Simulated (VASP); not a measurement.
# MgO (P6_3/mmc) in VASP: settings compared, part 3 of 3

VASP 6.6.1. The steps go on from the part before.

## (6) Single point, PBE

This run uses another cell than the first one: it holds 8 atoms, not 4.

Input file INCAR:

```
PREC = Accurate
ENCUT = 520
EDIFF = 1E-7
ISMEAR = 0
SIGMA = 0.1
LREAL = F
LASPH = T
NELM = 60
ALGO = Normal
ISIF = 2
LWAVE = F
LCHARG = F
GGA = PE
NBANDS = 26
```

Input file KPOINTS:

```
Automatic mesh
0
Gamma
  4 4 2
```

Input file POSCAR:

```
MgO
1.0
   -3.5207161421      0.0000000000      0.0000000000
    0.0000000000      0.0000000000     -4.2374418908
   -0.0000000001     -6.0980592371      0.0000000000
Mg O
4 4
Direct
    0.5000000000      0.2500000000      0.8333333333
    0.0000000000      0.2500000000      0.3333333333
    0.0000000000      0.7500000000      0.6666666667
    0.5000000000      0.7500000000      0.1666666667
    0.5000000000      0.7500000000      0.8333333333
    0.0000000000      0.7500000000      0.3333333333
    0.0000000000      0.2500000000      0.6666666667
    0.5000000000      0.2500000000      0.1666666667
```

Potentials or basis: VASP PAW PBE potentials, release 64 (Mg, O).

Launch:

```sh
cat potpaw_PBE.64/Mg/POTCAR potpaw_PBE.64/O/POTCAR > POTCAR
mpirun -np 1 vasp_std > vasp.out
```

OUTCAR:

```text
PREC = Accurate
   ENCUT = 520
   EDIFF = 1E-7
   ISMEAR = 0
   LREAL = F
   LASPH = T
   NELM = 60
   ISIF = 2
   GGA = PE

 ion  position               nearest neighbor table
   1  0.500  0.250  0.833-   7 2.03   7 2.03   8 2.03   5 2.12   5 2.12   3 2.94   3 2.94   3 2.94
                             3 2.94   4 2.94   4 2.94   2 3.52   2 3.52   2 3.52   2 3.52
   2  0.000  0.250  0.333-   8 2.03   8 2.03   7 2.03   6 2.12   6 2.12   4 2.94   4 2.94   4 2.94
                             4 2.94   3 2.94   3 2.94   1 3.52   1 3.52   1 3.52   1 3.52
   3  0.000  0.750  0.667-   5 2.03   5 2.03   6 2.03   7 2.12   7 2.12   1 2.94   1 2.94   1 2.94
                             1 2.94   2 2.94   2 2.94   4 3.52   4 3.52   4 3.52   4 3.52
   4  0.500  0.750  0.167-   6 2.03   6 2.03   5 2.03   8 2.12   8 2.12   2 2.94   2 2.94   2 2.94
                             2 2.94   1 2.94   1 2.94   3 3.52   3 3.52   3 3.52   3 3.52
   5  0.500  0.750  0.833-   3 2.03   3 2.03   4 2.03   1 2.12   1 2.12
   6  0.000  0.750  0.333-   4 2.03   4 2.03   3 2.03   2 2.12   2 2.12
   7  0.000  0.250  0.667-   1 2.03   1 2.03   2 2.03   3 2.12   3 2.12
   8  0.500  0.250  0.167-   2 2.03   2 2.03   1 2.03   4 2.12   4 2.12

  LATTYP: Found a simple orthorhombic cell.
 ALAT       =     3.5207161421
 B/A-ratio  =     1.2035738525
 C/A-ratio  =     1.7320508076

[... 214 lines left out ...]
      4     -13.6917      2.00000
      5      -1.7400      2.00000
      6      -1.6593      2.00000
[... 511 lines left out ...]
     25      15.6298      0.00000
     26      15.6298      0.00000

------------------------ aborting loop because EDIFF is reached ----------------------------------------

  FORCE on cell =-STRESS in cart. coord.  units (eV):
  Direction    XX          YY          ZZ          XY          YZ          ZX
  --------------------------------------------------------------------------------------
  -------------------------------------------------------------------------------------
  Total       -0.2454006     -0.2491731     -0.3188653     -0.0000000      0.0000000      0.0000000
  in kB       -4.3217522     -4.3881899     -5.6155395     -0.0000000      0.0000000      0.0000000
  external PRESSURE =      -4.7751606 kB  Pullay stress =       0.0000000 kB

 VOLUME and BASIS-vectors are now :
 -----------------------------------------------------------------------------
  energy-cutoff  :      520.00
  volume of cell :       90.98
      direct lattice vectors                 reciprocal lattice vectors
    -3.520716142  0.000000000  0.000000000    -0.284033123  0.000000000  0.000000000
     0.000000000  0.000000000 -4.237441891     0.000000000  0.000000000 -0.235991437
    -0.000000000 -6.098059237  0.000000000     0.000000000 -0.163986600  0.000000000

 POSITION                                       TOTAL-FORCE (eV/Angst)
 -----------------------------------------------------------------------------------
     -1.76036     -5.08172     -1.05936        -0.000000     -0.000045      0.000000
     -0.00000     -2.03269     -1.05936        -0.000000     -0.000045     -0.000000
     -0.00000     -4.06537     -3.17808         0.000000      0.000045     -0.000000
     -1.76036     -1.01634     -3.17808         0.000000      0.000045     -0.000000
     -1.76036     -5.08172     -3.17808         0.000000      0.000010      0.000000
     -0.00000     -2.03269     -3.17808         0.000000      0.000010     -0.000000
     -0.00000     -4.06537     -1.05936        -0.000000     -0.000010      0.000000
     -1.76036     -1.01634     -1.05936        -0.000000     -0.000010     -0.000000
 -----------------------------------------------------------------------------------
    total drift:                               -0.000000     -0.000000     -0.000000

  FREE ENERGIE OF THE ION-ELECTRON SYSTEM (eV)
  ---------------------------------------------------
  free  energy   TOTEN  =       -47.3479277225 eV

  energy  without entropy=      -47.3479277225  energy(sigma->0) =      -47.34792772
```

OSZICAR:

```text
N       E                     dE             d eps       ncg     rms          rms(c)
DAV:   1     0.156425649628E+03    0.15643E+03   -0.15126E+04   936   0.110E+03
DAV:   2    -0.429343849192E+02   -0.19936E+03   -0.18656E+03  1248   0.239E+02
DAV:   3    -0.552130095312E+02   -0.12279E+02   -0.12216E+02  1176   0.613E+01
DAV:   4    -0.552953447690E+02   -0.82335E-01   -0.82301E-01  1096   0.571E+00
DAV:   5    -0.552958831234E+02   -0.53835E-03   -0.53827E-03  1190   0.460E-01    0.158E+01
DAV:   6    -0.474672811695E+02    0.78286E+01   -0.28009E+01  1090   0.306E+01    0.515E+00
DAV:   7    -0.473815858895E+02    0.85695E-01   -0.48908E-01  1028   0.422E+00    0.306E+00
DAV:   8    -0.473522009600E+02    0.29385E-01   -0.20565E-01  1004   0.407E+00    0.714E-01
DAV:   9    -0.473464285861E+02    0.57724E-02   -0.37384E-02  1208   0.122E+00    0.194E-01
DAV:  10    -0.473478776027E+02   -0.14490E-02   -0.22040E-03   970   0.321E-01    0.512E-02
DAV:  11    -0.473479212428E+02   -0.43640E-04   -0.10121E-04  1110   0.675E-02    0.198E-02
DAV:  12    -0.473479300440E+02   -0.88013E-05   -0.16261E-05  1002   0.223E-02    0.120E-02
DAV:  13    -0.473479277806E+02    0.22634E-05   -0.16860E-05  1176   0.238E-02    0.327E-03
DAV:  14    -0.473479276689E+02    0.11172E-06   -0.73052E-07  1050   0.531E-03    0.567E-04
DAV:  15    -0.473479277225E+02   -0.53615E-07   -0.20456E-08   548   0.973E-04
   1 F= -.47347928E+02 E0= -.47347928E+02  d E =-.148400E-10
```

Wall time 23 s (1 thread of Intel Xeon 6975P-C (Granite Rapids), shared host); peak memory 0.2 GiB.

What came out:

* Free energy: -47.3479 eV
* Pressure: -0.5 GPa
* Band gap on the k mesh: 3.26 eV

Caveat: the k points lie up to 0.52 Å⁻¹ apart. Expect the measured gap to be larger: semilocal functionals such as PBE lack the derivative discontinuity.

## (7) Summary

| task | level | potentials or basis | cell | k mesh | cutoff (eV) | smearing | gap on the mesh (eV) | pressure (GPa) |
| --- | --- | --- | --- | --- | --- | --- | --- | --- |
| single point | PBE | VASP PAW PBE potentials, release 64 (Mg, O) | a = 3.521, b = 3.521, c = 4.237 Å, angles 90.0, 90.0, 120.0°, 4 atoms | 6 × 6 × 6 | 520 | gaussian 0.02 eV | 3.26 | -0.5 |
| single point | LDA | VASP PAW LDA potentials, release 64 (Mg, O) | a = 3.521, b = 3.521, c = 4.237 Å, angles 90.0, 90.0, 120.0°, 4 atoms | 6 × 6 × 6 | 520 | gaussian 0.02 eV | 3.16 | -9.7 |
| single point | r2SCAN | VASP PAW PBE potentials, release 64 (Mg, O) | a = 3.521, b = 3.521, c = 4.237 Å, angles 90.0, 90.0, 120.0°, 4 atoms | 6 × 6 × 6 | 520 | gaussian 0.02 eV | 3.90 | -5.1 |
| relaxation of cell and atoms | PBE | VASP PAW PBE potentials, release 64 (Mg, O) | relaxed from a = 3.486, b = 3.486, c = 4.178 Å, angles 90.0, 90.0, 120.0°, 4 atoms | 6 × 6 × 4 | 600 | gaussian 0.1 eV | 3.29 | 0.0 |
| single point | PBE | VASP PAW PBE potentials, release 64 (Mg, O) | a = 3.521, b = 4.237, c = 6.098 Å, 8 atoms | 4 × 4 × 2 | 520 | gaussian 0.1 eV | 3.26 | -0.5 |

Alike in all rows: no spin polarisation.

Caveats: some runs use coarse meshes; the PAW data sets were made with another functional, which shifts forces and pressure a little (some runs).

Absolute energies hang on the potentials; compare differences alone.
